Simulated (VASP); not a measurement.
# InSe (P6_3/mmc) in VASP: a series of runs

The runs below take InSe through single point, with PBE.

All numbers are computed with VASP 6.6.1; they aren't measurements. Logs are shortened: lines on timing, memory, paths and dates and some standing lists are left out, and cuts for length are marked.

**1. The cell of the first run**

It takes space group P6_3/mmc (No. 194, hexagonal). Conventional cell: a = 4.034 Å, b = 4.034 Å, c = 16.894 Å, α = 90.00°, β = 90.00°, γ = 120.00°. In (site symmetry 3m) has 3 Se at 2.66 Å and 1 In at 2.80 Å within 3.5 Å. Se (site symmetry 3m) has 3 In at 2.66 Å within 3.5 Å.

**2. Single point, PBE (29.76 Å³/atom)**

INCAR reads:

```
PREC = Accurate ; ENCUT = 520
EDIFF = 1E-7 ; ISMEAR = 0
SIGMA = 0.02 ; LREAL = False
LASPH = True ; NELM = 80
ALGO = Normal ; ISIF = 2
LWAVE = False ; LCHARG = False
GGA = PE ; NBANDS = 48
```

KPOINTS reads:

```
regular mesh
0
Gamma
  12 12 2
```

POSCAR reads:

```
InSe
1.0
    4.0340159640      0.0000000000      0.0000000000
   -2.0170079820      3.4935603041      0.0000000000
    0.0000000000      0.0000000000     16.8940003258
In Se
4 4
Direct
    0.3333333333      0.6666666667      0.1671843711
    0.6666666667      0.3333333333      0.6671843711
    0.3333333333      0.6666666667      0.3328156289
    0.6666666667      0.3333333333      0.8328156289
    0.3333333333      0.6666666667      0.5910320480
    0.6666666667      0.3333333333      0.0910320480
    0.3333333333      0.6666666667      0.9089679520
    0.6666666667      0.3333333333      0.4089679520
```

Potentials or basis: VASP PAW PBE potentials, release 64 (In_d, Se).

The run is started by

```sh
cat potpaw_PBE.64/In_d/POTCAR potpaw_PBE.64/Se/POTCAR > POTCAR
mpirun -np 1 vasp_std > vasp.out
```

OUTCAR:

```text
PREC = Accurate
   ENCUT = 520
   EDIFF = 1E-7
   ISMEAR = 0
   LREAL = False
   LASPH = True
   NELM = 80
   ISIF = 2
   GGA = PE

 ion  position               nearest neighbor table
   1  0.333  0.667  0.167-   6 2.66   6 2.66   6 2.66   3 2.80
   2  0.667  0.333  0.667-   5 2.66   5 2.66   5 2.66   4 2.80
   3  0.333  0.667  0.333-   8 2.66   8 2.66   8 2.66   1 2.80
   4  0.667  0.333  0.833-   7 2.66   7 2.66   7 2.66   2 2.80
   5  0.333  0.667  0.591-   2 2.66   2 2.66   2 2.66
   6  0.667  0.333  0.091-   1 2.66   1 2.66   1 2.66
   7  0.333  0.667  0.909-   4 2.66   4 2.66   4 2.66
   8  0.667  0.333  0.409-   3 2.66   3 2.66   3 2.66

  LATTYP: Found a hexagonal cell.
 ALAT       =     4.0340159640
 C/A-ratio  =     4.1878863338

  Lattice vectors:

 A1 = (   4.0340159640,   0.0000000000,   0.0000000000)
 A2 = (  -2.0170079820,   3.4935603041,   0.0000000000)
 A3 = (   0.0000000000,   0.0000000000,  16.8940003258)

Analysis of symmetry for initial positions (statically):
=====================================================================
 Subroutine PRICEL returns:
 Original cell was already a primitive cell.

 Routine SETGRP: Setting up the symmetry group for a
 hexagonal supercell.

 Subroutine GETGRP returns: Found 24 space group operations
 (whereof 12 operations were pure point group operations)
 out of a pool of 24 trial point group operations.

The static configuration has the point symmetry D_3d.
 The point group associated with its full space group is D_6h.

Analysis of symmetry for dynamics (positions and initial velocities):
=====================================================================
 Subroutine PRICEL returns:
 Original cell was already a primitive cell.

 Routine SETGRP: Setting up the symmetry group for a
 hexagonal supercell.

 Subroutine GETGRP returns: Found 24 space group operations
 (whereof 12 operations were pure point group operations)
 out of a pool of 24 trial point group operations.

The dynamic configuration has the point symmetry D_3d.
 The point group associated with its full space group is D_6h.

 Subroutine INISYM returns: Found 24 space group operations
 (whereof 12 operations are pure point group operations),
 and found     1 'primitive' translations

----------------------------------------------------------------------------------------

                                     Primitive cell

  volume of cell :     238.0885

  direct lattice vectors                    reciprocal lattice vectors
     4.034015964  0.000000000  0.000000000     0.247891929  0.143120472  0.000000000
    -2.017007982  3.493560304  0.000000000     0.000000000  0.286240944  0.000000000
     0.000000000  0.000000000 16.894000326     0.000000000  0.000000000  0.059192612

  length of vectors
     4.034015964  4.034015964 16.894000326     0.286240944  0.286240944  0.059192612

  position of ions in fractional coordinates (direct lattice)
     0.333333333  0.666666667  0.167184371
     0.666666667  0.333333333  0.667184371
     0.333333333  0.666666667  0.332815629
     0.666666667  0.333333333  0.832815629
     0.333333333  0.666666667  0.591032048
     0.666666667  0.333333333  0.091032048
     0.333333333  0.666666667  0.908967952
     0.666666667  0.333333333  0.408967952

  ion indices of the primitive-cell ions
   primitive index   ion index
                 1           1
                 2           2
                 3           3
                 4           4
                 5           5
                 6           6
                 7           7
                 8           8

----------------------------------------------------------------------------------------

 KPOINTS: regular mesh

Automatic generation of k-mesh.
 Grid dimensions read from file:
 generate k-points for:   12   12    2

 Generating k-lattice:

  Cartesian coordinates                     Fractional coordinates (reciprocal lattice)
     0.020657661  0.011926706  0.000000000     0.083333333  0.000000000  0.000000000
     0.000000000  0.023853412  0.000000000     0.000000000  0.083333333  0.000000000
     0.000000000  0.000000000  0.029596306     0.000000000  0.000000000  0.500000000

  Length of vectors
     0.023853412  0.023853412  0.029596306

  Shift w.r.t. Gamma in fractional coordinates (k-lattice)
     0.000000000  0.000000000  0.000000000

 Subroutine IBZKPT returns following result:
 ===========================================

 Found     38 irreducible k-points:

 Following reciprocal coordinates:
            Coordinates               Weight
  0.000000  0.000000  0.000000      1.000000
  0.083333 -0.000000  0.000000      6.000000
  0.166667  0.000000  0.000000      6.000000
  0.250000  0.000000  0.000000      6.000000
  0.333333  0.000000  0.000000      6.000000
  0.416667  0.000000  0.000000      6.000000
[... 16 lines left out ...]
  0.250000  0.000000  0.500000      6.000000
  0.333333  0.000000  0.500000      6.000000
 [... further k-points ...]
   k-points           NKPTS =     38   k-points in BZ     NKDIM =     38   number of bands    NBANDS=     48
   number of dos      NEDOS =    301   number of ions     NIONS =      8
   total plane-waves  NPLWV = 113400
   dimension x,y,z NGX =    30 NGY =   30 NGZ =  126
   dimension x,y,z NGXF=    60 NGYF=   60 NGZF=  252
   ions per type =               4   4
   NGX,Y,Z   is equivalent  to a cutoff of  12.36, 12.36, 12.40 a.u.
   NGXF,Y,Z  is equivalent  to a cutoff of  24.73, 24.73, 24.80 a.u.
 SYSTEM =  unknown system
   PREC   = accura    normal or accurate (medium, high low for compatibility)
   ISTART =      0    job   : 0-new  1-cont  2-samecut
   ICHARG =      2    charge: 1-file 2-atom 10-const
   ISPIN  =      1    spin polarized calculation?
   LNONCOLLINEAR =      F non collinear calculations
   LSORBIT =      F    spin-orbit coupling
   LASPH  =      T    aspherical Exc in radial PAW
   ENCUT  =  520.0 eV  38.22 Ry    6.18 a.u.   7.50  7.50 31.41*2*pi/ulx,y,z
   NELM   =     80;   NELMIN=  2; NELMDL= -5     # of ELM steps
   EDIFF  = 0.1E-06   stopping-criterion for ELM
   LREAL  =      F    real-space projection
   EDIFFG = 0.1E-05   stopping-criterion for IOM
   NSW    =      0    number of steps for IOM
   IBRION =     -1    ionic relax: 0-MD 1-quasi-New 2-CG
   NFREE  =      0    steps in history (QN), initial steepest desc. (CG)
   ISIF   =      2    stress and relaxation
   ISYM   =      2    0-nonsym 1-usesym 2-fastsym
   POTIM  = 0.5000    time-step for ionic-motion
   TEBEG  =    0.0;   TEEND  =   0.0 temperature during run
   PSTRESS=    0.0 pullay stress
   NELECT =      76.0000    total number of electrons
   NUPDOWN=      -1.0000    fix difference up-down
   EMIN   =  10.00;   EMAX   =-10.00  energy-range for DOS
   EFERMI =   0.00;   METHOD = LEGACY
   ISMEAR =     0;   SIGMA  =   0.02  broadening in eV -4-tet -1-fermi 0-gaus
   EFERMI_NEDOS =   21; number of points for ismear=-14 and -15
   IALGO  =     38    algorithm
   IMIX   =      4    mixing-type and parameters
     AMIX     =   0.40;   BMIX     =  1.00
     AMIX_MAG =   1.60;   BMIX_MAG =  1.00
  volume/ion in A,a.u.               =      29.76       200.84
  Fermi-wavevector in a.u.,A,eV,Ry     =   1.118836  2.114294 17.031703  1.251795
  Thomas-Fermi vector in A             =   2.255471
   LORBIT       =      0    0 simple, 1 ext, 2 COOP (PROOUT), +10 PAW based schemes
   GGA     = PE    functional components
   LHFCALC =     F    Hartree Fock is set to
   AEXX    =    0.0000 exact exchange contribution
   IVDW    =     0    specifies the selected vdW correction
   LEPSILON=     F    determine dielectric tensor
   LRPA    =     F    only Hartree local field effects (RPA)
 non-spin polarized calculation
 Gauss-broadening in eV      SIGMA  =   0.02
  energy-cutoff  :      520.00
  volume of cell :      238.09
 maximum number of plane-waves:      6465
 NGX is ok and might be reduce to    30
   NGX = 15   NGY = 15   NGZ = 63

 number of electron      76.0000006 magnetization

 Free energy of the ion-electron system (eV)
  ---------------------------------------------------
  ext. energy  EPLUGINS =         0.00000000
  ---------------------------------------------------
  free energy    TOTEN  =       -28.34383032 eV

  energy without entropy =      -28.34383032  energy(sigma->0) =      -28.34383032

 E-fermi :   4.0329     XC(G=0):  -8.8271

 val. band max:        3.9060035732   @ k =   0.0000   0.0000   0.0000
 cond. band min:       4.2915887565   @ k =   0.0000   0.0000   0.0000
 fundamental gap:      0.3855851832
 Fermi energy:         4.0328665940

 k-point     1 :       0.0000    0.0000    0.0000
  band No.  band energies     occupation
      1     -10.8493      2.00000
      2     -10.8486      2.00000
      3     -10.6668      2.00000
      4     -10.6668      2.00000
      5     -10.6664      2.00000
      6     -10.6664      2.00000
[... 40 lines left out ...]
     47       9.0538      0.00000
     48       9.3324      0.00000

 k-point     2 :       0.0833   -0.0000    0.0000
  band No.  band energies     occupation
      1     -10.8489      2.00000
      2     -10.8483      2.00000
      3     -10.6920      2.00000
      4     -10.6889      2.00000
      5     -10.6657      2.00000
      6     -10.6653      2.00000
[... 40 lines left out ...]
     47       8.9217      0.00000
     48       9.1850      0.00000

 k-point     3 :       0.1667    0.0000    0.0000
  band No.  band energies     occupation
      1     -10.8516      2.00000
      2     -10.8515      2.00000
      3     -10.7470      2.00000
      4     -10.7389      2.00000
      5     -10.6815      2.00000
      6     -10.6723      2.00000
[... 1060 lines left out ...]
     47       8.4846      0.00000
     48       8.4846      0.00000

 k-point    24 :       0.3333    0.0000    0.5000
  band No.  band energies     occupation
      1     -10.9166      2.00000
      2     -10.9166      2.00000
      3     -10.8093      2.00000
      4     -10.8093      2.00000
      5     -10.7914      2.00000
      6     -10.7914      2.00000
[... 40 lines left out ...]
     47       8.4671      0.00000
     48       8.4671      0.00000

 [... further k-points ...]

------------------------ aborting loop because EDIFF is reached ----------------------------------------

  FORCE on cell =-STRESS in cart. coord.  units (eV):
  Direction    XX          YY          ZZ          XY          YZ          ZX
  --------------------------------------------------------------------------------------
  -------------------------------------------------------------------------------------
  Total        2.4307682      2.4307682      2.3687248      0.0000000      0.0000000      0.0000000
  in kB       16.3574566     16.3574566     15.9399458      0.0000000      0.0000000      0.0000000
  external PRESSURE =      16.2182863 kB  Pullay stress =       0.0000000 kB

 VOLUME and BASIS-vectors are now :
 -----------------------------------------------------------------------------
  energy-cutoff  :      520.00
  volume of cell :      238.09
      direct lattice vectors                 reciprocal lattice vectors
     4.034015964  0.000000000  0.000000000     0.247891929  0.143120472  0.000000000
    -2.017007982  3.493560304  0.000000000     0.000000000  0.286240944  0.000000000
     0.000000000  0.000000000 16.894000326     0.000000000  0.000000000  0.059192612

 POSITION                                       TOTAL-FORCE (eV/Angst)
 -----------------------------------------------------------------------------------
     -0.00000      2.32904      2.82441        -0.000000     -0.000000      0.018063
      2.01701      1.16452     11.27141         0.000000      0.000000      0.018063
     -0.00000      2.32904      5.62259        -0.000000     -0.000000     -0.018063
      2.01701      1.16452     14.06959         0.000000     -0.000000     -0.018063
     -0.00000      2.32904      9.98490         0.000000      0.000000     -0.013751
      2.01701      1.16452      1.53790        -0.000000      0.000000     -0.013751
     -0.00000      2.32904     15.35610        -0.000000      0.000000      0.013751
      2.01701      1.16452      6.90910        -0.000000      0.000000      0.013751
 -----------------------------------------------------------------------------------
    total drift:                               -0.000000      0.000000      0.000000

  FREE ENERGIE OF THE ION-ELECTRON SYSTEM (eV)
  ---------------------------------------------------
  free  energy   TOTEN  =       -28.3438303150 eV

  energy  without entropy=      -28.3438303150  energy(sigma->0) =      -28.34383032
```

Wall time 4.4 min (1 thread of Intel Xeon 6975P-C (Granite Rapids), shared host); peak memory 0.51 GiB.

What came out:

- Free energy: -28.3438 eV
- Pressure: 1.6 GPa
- Largest force: 0.018 eV/Å
- Band gap on the k mesh: 0.39 eV

Forces in eV/Å, atoms in the order of the input:
```
In   0.000  0.000  0.018
In   0.000  0.000  0.018
In   0.000  0.000 -0.018
In   0.000  0.000 -0.018
Se   0.000  0.000 -0.014
Se   0.000  0.000 -0.014
Se   0.000  0.000  0.014
Se   0.000  0.000  0.014
```

Levels at points of the mesh, in eV from the valence-band top:
```tsv
k point	band 35	band 36	band 37	band 38	band 39	band 40	band 41	band 42
(0.00, 0.00, 0.00)	-1.15	-1.08	-1.08	0.00	0.39	1.70	2.13	2.13
(0.50, 0.00, 0.00)	-2.05	-2.02	-1.96	-1.34	1.16	1.25	1.93	1.94
(0.00, 0.00, 0.50)	-1.11	-1.11	-0.89	-0.89	1.21	1.21	2.14	2.14
(0.50, 0.00, 0.50)	-2.03	-2.03	-1.68	-1.68	1.49	1.49	1.61	1.61
```

Caveat: spin-orbit coupling is left out, which moves the levels of the heavy elements; this functional lacks dispersion, which binds the layers, so the pressure and a relaxed spacing across them are unreliable.

**3. Single point, PBE (30.78 Å³/atom)**

This run uses another cell than the first one, of 30.78 Å³/atom.

INCAR reads:

```
PREC     = Accurate       # precision mode
ENCUT    = 520            # plane-wave cutoff, eV
EDIFF    = 1E-6           # SCF threshold, eV
ISMEAR   = 0              # smearing method
SIGMA    = 0.02           # smearing width, eV
LREAL    = False          # projectors in reciprocal space
LASPH    = True           # aspherical terms in the spheres
NELM     = 100            # most SCF steps
ALGO     = Normal         # electronic algorithm
ISIF     = 2              # what is computed and relaxed
LWAVE    = False          # write WAVECAR
LCHARG   = False          # write CHGCAR
GGA      = PE             # functional
NBANDS   = 48             # bands
```

KPOINTS is that of step 2.

POSCAR reads:

```
InSe
1.0
    4.0576886243      0.0000000000      0.0000000000
   -2.0288443122      3.5140614293      0.0000000000
    0.0000000000      0.0000000000     17.2666866881
In Se
4 4
Direct
    0.3333333333      0.6666666667      0.1685896910
    0.6666666667      0.3333333333      0.6685896910
    0.3333333333      0.6666666667      0.3314103090
    0.6666666667      0.3333333333      0.8314103090
    0.3333333333      0.6666666667      0.5944027541
    0.6666666667      0.3333333333      0.0944027541
    0.3333333333      0.6666666667      0.9055972459
    0.6666666667      0.3333333333      0.4055972459
```

Potentials or basis: VASP PAW PBE potentials, release 64 (In_d, Se).

The run is started by

```sh
cat potpaw_PBE.64/In_d/POTCAR potpaw_PBE.64/Se/POTCAR > POTCAR
mpirun -np 1 vasp_std > vasp.out
```

Wall time 3.8 min (1 thread of Intel Xeon 6975P-C (Granite Rapids), shared host); peak memory 0.52 GiB.

It converged, with:

```yaml
Free_energy: -28.4053 eV
Pressure: 0.9 GPa
Largest_force: 0.014 eV/Å
Band_gap_on_the_k_mesh: 0.42 eV
```

Forces in eV/Å, atoms in the order of the input:
```
In   0.000  0.000  0.014
In   0.000  0.000  0.014
In   0.000  0.000 -0.014
In   0.000  0.000 -0.014
Se   0.000  0.000 -0.011
Se   0.000  0.000 -0.011
Se   0.000  0.000  0.011
Se   0.000  0.000  0.011
```

Levels at points of the mesh, in eV from the valence-band top:
```tsv
k point	band 34	band 35	band 36	band 37	band 38	band 39	band 40	band 41	band 42	band 43
(0.00, 0.00, 0.00)	-1.13	-1.13	-1.05	-1.05	0.00	0.42	1.57	2.11	2.12	4.27
(0.50, 0.00, 0.00)	-2.11	-1.99	-1.93	-1.84	-1.31	1.26	1.37	1.91	1.94	3.41
(0.00, 0.00, 0.50)	-1.08	-1.08	-1.08	-0.79	-0.79	1.15	1.15	2.12	2.12	4.31
(0.50, 0.00, 0.50)	-2.16	-1.99	-1.99	-1.58	-1.58	1.55	1.55	1.66	1.66	3.61
```

Caveat: spin-orbit coupling is left out, which moves the levels of the heavy elements; this functional lacks dispersion, which binds the layers, so the pressure and a relaxed spacing across them are unreliable.

**4. Single point, PBE (30.78 Å³/atom)**

This run uses another cell than the first one, of 30.78 Å³/atom.

INCAR is that of step 3.

KPOINTS is that of step 3.

POSCAR reads:

```
InSe
1.0
    4.0576885352      0.0000000000      0.0000000000
   -2.0288442676      3.5140613521      0.0000000000
    0.0000000000      0.0000000000     17.2666848188
In Se
4 4
Direct
    0.3333333333      0.6666666667      0.1685896837
    0.6666666667      0.3333333333      0.6685896837
    0.3333333333      0.6666666667      0.3314103163
    0.6666666667      0.3333333333      0.8314103163
    0.3333333333      0.6666666667      0.5944027376
    0.6666666667      0.3333333333      0.0944027376
    0.3333333333      0.6666666667      0.9055972624
    0.6666666667      0.3333333333      0.4055972624
```

The run is started by

```sh
cat potpaw_PBE.64/In_d/POTCAR potpaw_PBE.64/Se/POTCAR > POTCAR
mpirun -np 1 vasp_std > vasp.out
```

Run time: 6.2 min. Hardware: 1 thread of Intel Xeon Platinum 8488C (Sapphire Rapids), shared host; peak memory 0.53 GiB.

Results (log left out):

- Free energy: -28.4053 eV
- Pressure: 0.9 GPa
- Largest force: 0.014 eV/Å
- Band gap on the k mesh: 0.42 eV

Forces in eV/Å, atoms in the order of the input:
```
In   0.000  0.000  0.014
In   0.000  0.000  0.014
In   0.000  0.000 -0.014
In   0.000  0.000 -0.014
Se   0.000  0.000 -0.011
Se   0.000  0.000 -0.011
Se   0.000  0.000  0.011
Se   0.000  0.000  0.011
```

Levels at points of the mesh, in eV from the valence-band top:
| k point | band 36 | band 37 | band 38 | band 39 | band 40 | band 41 |
| --- | --- | --- | --- | --- | --- | --- |
| (0.00, 0.00, 0.00) | -1.05 | -1.05 | 0.00 | 0.42 | 1.57 | 2.11 |
| (0.50, 0.00, 0.00) | -1.93 | -1.84 | -1.31 | 1.26 | 1.37 | 1.91 |
| (0.00, 0.00, 0.50) | -1.08 | -0.79 | -0.79 | 1.15 | 1.15 | 2.12 |
| (0.50, 0.00, 0.50) | -1.99 | -1.58 | -1.58 | 1.55 | 1.55 | 1.66 |

Caveat: spin-orbit coupling is left out, which moves the levels of the heavy elements; this functional lacks dispersion, which binds the layers, so the pressure and a relaxed spacing across them are unreliable.
